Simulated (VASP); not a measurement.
Write the native input for VASP 6.6.1 that does the following.

- Task: single point
- Functional: PBEsol
- Potentials or basis: VASP PAW PBE potentials, release 64 (Mg, H)
- Cutoff: 600 eV
- k mesh: 5 × 5 × 5
- Occupations: fermi-dirac, width 0.05 eV
- Spin: no spin polarisation
- Dipole correction: no
- Further INCAR settings: ALGO = Normal; EDIFF = 1e-06; NBANDS = 9

The structure of MgH2 lies in POSCAR:

```
MgH2
1.0
    0.0000000000      2.3810670000      2.3810670000
    2.3810670000      0.0000000000      2.3810670000
    2.3810670000      2.3810670000      0.0000000000
Mg H
1 2
Direct
   -0.0025341879      0.0022004944      0.0025579854
    0.7611310077      0.7400684681      0.7338948852
    0.2999738710      0.2068727452      0.2044264283
```

One way to write it, as run:

INCAR

```
SYSTEM = MgH2
  PREC = Accurate
  ENCUT = 600
  EDIFF = 1E-6
  ISMEAR = -1
  SIGMA = 0.05
  LREAL = .False.
  LASPH = .True.
  NELM = 120
  ALGO = Normal
  ISIF = 2
  LWAVE = .False.
  LCHARG = .False.
  GGA = PS
  NBANDS = 9
  GGA_COMPAT = .False.
```

KPOINTS

```
Automatic mesh
0
Gamma
  5 5 5
  0 0 0
```

Potentials or basis: VASP PAW PBE potentials, release 64 (Mg, H).

The run is started by

```sh
$ cat potpaw_PBE.64/Mg/POTCAR potpaw_PBE.64/H/POTCAR > POTCAR
$ mpirun -np 1 vasp_std > vasp.out
```

It gave:

- Pressure: -0.4 GPa
- Largest force: 0.562 eV/Å
- Band gap on the k mesh: zero (band 2 reaches 4.00 eV, above the bottom of band 3 at 2.89 eV)

Caveat: the k points lie up to 0.46 Å⁻¹ apart; the PAW data sets were made with another functional, which shifts forces and pressure a little.

It took 8 s on 1 thread of Intel(R) Xeon(R) 6975P-C (Granite Rapids) (shared host), peak memory 0.16 GiB.
